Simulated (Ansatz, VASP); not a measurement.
**Two plane-wave programs on B**

INCAR

```
SYSTEM = B
ALGO = Normal ; EDIFF = 1E-7
EDIFFG = -0.01 ; ENCUT = 600
GGA = PE ; IBRION = 2
ISIF = 3 ; ISMEAR = -1
LASPH = .TRUE. ; LCHARG = .FALSE.
LREAL = .FALSE. ; LWAVE = .FALSE.
NELM = 80 ; NSW = 80
PREC = Accurate ; SIGMA = 0.05
```

File KPOINTS:

```
k-points
0
G
  4 4 4
  0 0 0
```

The input POSCAR:

```
B
1.0
    2.4540015844      1.4168184754      4.1890000000
   -2.4540015844      1.4168184754      4.1890000000
    0.0000000000     -2.8336369507      4.1890000000
B
12
Direct
    0.0104000000      0.6573000000      0.0104000000
    0.0104000000      0.0104000000      0.6573000000
    0.6573000000      0.0104000000      0.0104000000
    0.9896000000      0.3427000000      0.9896000000
    0.3427000000      0.9896000000      0.9896000000
    0.9896000000      0.9896000000      0.3427000000
    0.2206000000      0.6323000000      0.2206000000
    0.2206000000      0.2206000000      0.6323000000
    0.6323000000      0.2206000000      0.2206000000
    0.7794000000      0.3677000000      0.7794000000
    0.3677000000      0.7794000000      0.7794000000
    0.7794000000      0.7794000000      0.3677000000
```

Input for Ansatz:

```yaml
crystal:
  lattice:
    - [2.4540015844, 1.4168184754, 4.189]
    - [-2.4540015844, 1.4168184754, 4.189]
    - [0.0, -2.8336369507, 4.189]
  atoms:
    - { symbol: B, position: [0.0104, 0.6573, 0.0104] }
    - { symbol: B, position: [0.0104, 0.0104, 0.6573] }
    - { symbol: B, position: [0.6573, 0.0104, 0.0104] }
    - { symbol: B, position: [0.9896, 0.3427, 0.9896] }
    - { symbol: B, position: [0.3427, 0.9896, 0.9896] }
    - { symbol: B, position: [0.9896, 0.9896, 0.3427] }
    - { symbol: B, position: [0.2206, 0.6323, 0.2206] }
    - { symbol: B, position: [0.2206, 0.2206, 0.6323] }
    - { symbol: B, position: [0.6323, 0.2206, 0.2206] }
    - { symbol: B, position: [0.7794, 0.3677, 0.7794] }
    - { symbol: B, position: [0.3677, 0.7794, 0.7794] }
    - { symbol: B, position: [0.7794, 0.7794, 0.3677] }
hamiltonian:
  xc: pbe
  pseudopotentials:
    kind: paw
    azcp:
      B: "pseudopotentials/B.paw.azcp"
basis:
  ecutwfc: 420
  fft_grid_basis: typed
kpoints:
  mp_grid: { grid: [4, 4, 4], shift: [0, 0, 0] }
magnetization:
  spin_polarized: false
scf:
  occupations: { method: fermi_dirac, width: 0.05 }
relax:
  max_steps: 60
  f_tol: 0.01
  cell: {}
```

Alike in both runs: task relaxation of cell and atoms; functional PBE; k mesh 4 × 4 × 4; occupations fermi-dirac, width 0.05 eV; no spin polarisation.

```csv
,VASP,Ansatz
version,VASP 6.6.1,Ansatz 0.2.0
potentials or method,"VASP PAW PBE potentials, release 64 (B), cutoff 600 eV","plane waves (420 eV) with PAW, scalar-relativistic"
valence electrons in the cell,36,36
```

|  | VASP | Ansatz | Ansatz less VASP |
| --- | --- | --- | --- |
| relaxed volume (Å³/atom) | 7.24 | 7.24 | 0.000 |
| relaxed length of the cell vector where the two differ most in proportion (Å) | 5.048 | 5.048 | 0.0000 |
